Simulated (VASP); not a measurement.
Set up this calculation in VASP 6.6.1, as the native input.

```
Task                   : single point
Functional             : LDA
Potentials or basis    : VASP PAW LDA potentials, release 64 (La, P, Ru_pv)
Cutoff                 : 520 eV
k mesh                 : 12 × 12 × 12
Occupations            : gaussian, width 0.1 eV
Spin                   : no spin polarisation
Dipole correction      : no
Further INCAR settings : ALGO = Normal; EDIFF = 1e-07; NBANDS = 32
```

The structure of LaP2Ru2 lies in POSCAR:

```
LaP2Ru2
1.0
   -1.9966501401      1.9966501401      5.2522266679
    1.9966501401     -1.9966501401      5.2522266679
    1.9966501401      1.9966501401     -5.2522266679
La P Ru
1 2 2
Direct
    0.0000000000      0.0000000000      0.0000000000
    0.6404918295      0.6404918295      0.0000000000
    0.3595081705      0.3595081705      0.0000000000
    0.7500000000      0.2500000000      0.5000000000
    0.2500000000      0.7500000000      0.5000000000
```

These files were run (other wordings do the same):

INCAR

```
SYSTEM = LaP2Ru2
  ALGO = Normal
  EDIFF = 1E-7
  ENCUT = 520
  ISIF = 2
  ISMEAR = 0
  LASPH = .True.
  LCHARG = .False.
  LREAL = .False.
  LWAVE = .False.
  NBANDS = 32
  NELM = 60
  PREC = Accurate
  SIGMA = 0.1
```

KPOINTS

```
k-points
0
Gamma
  12 12 12
  0 0 0
```

Potentials or basis: VASP PAW LDA potentials, release 64 (La, P, Ru_pv).

Run with:

```sh
$ cat potpaw_LDA.64/La/POTCAR potpaw_LDA.64/P/POTCAR potpaw_LDA.64/Ru_pv/POTCAR > POTCAR
$ mpirun -np 1 vasp_std > vasp.out
```

Results of the run:

```
Pressure               : 0.2 GPa
Largest force          : 0.022 eV/Å
Band gap on the k mesh : zero (an odd number of electrons rules out a gap without spin polarisation)
```

Caveat: spin-orbit coupling is left out, which moves the levels of the heavy elements.

It took 15 min on 1 thread of Intel(R) Xeon(R) Platinum 8259CL CPU @ 2.50GHz (Skylake/Cascade Lake), on a shared host, peak memory 0.61 GiB.
